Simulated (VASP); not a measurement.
A run of VASP 6.6.1 is set up as follows.

Contents of INCAR:

```
SYSTEM = Si
PREC = Accurate
ENCUT = 520
EDIFF = 1E-7
ISMEAR = 0
SIGMA = 0.1
LREAL = .False.
LASPH = .True.
NELM = 60
ALGO = Normal
ISIF = 2
LWAVE = .False.
LCHARG = .False.
GGA = PE
NBANDS = 16
```

Contents of KPOINTS:

```
regular mesh
0
Gamma
  18 18 18
  0 0 0
```

File POSCAR:

```
Si
1.0
   -1.7189077594      1.7189077594      5.3096681471
    1.7189077594     -1.7189077594      5.3096681471
    1.7189077594      1.7189077594     -5.3096681471
Si
4
Direct
    0.7881790551      0.7881790551      0.0000000000
    0.5381790551      0.0381790551      0.5000000000
    0.2118209449      0.2118209449      0.0000000000
    0.9618209449      0.4618209449      0.5000000000
```

Potentials or basis: VASP PAW PBE potentials, release 64 (Si).

Run with:

```sh
$ cat potpaw_PBE.64/Si/POTCAR > POTCAR
$ mpirun -np 1 vasp_std > vasp.out
```

(1) Predict the band gap on the k mesh.

(2) Estimate the pressure.

Results:

(1) zero (bands 8 and 9 overlap by 4.82 eV).

(2) 0.0 GPa.
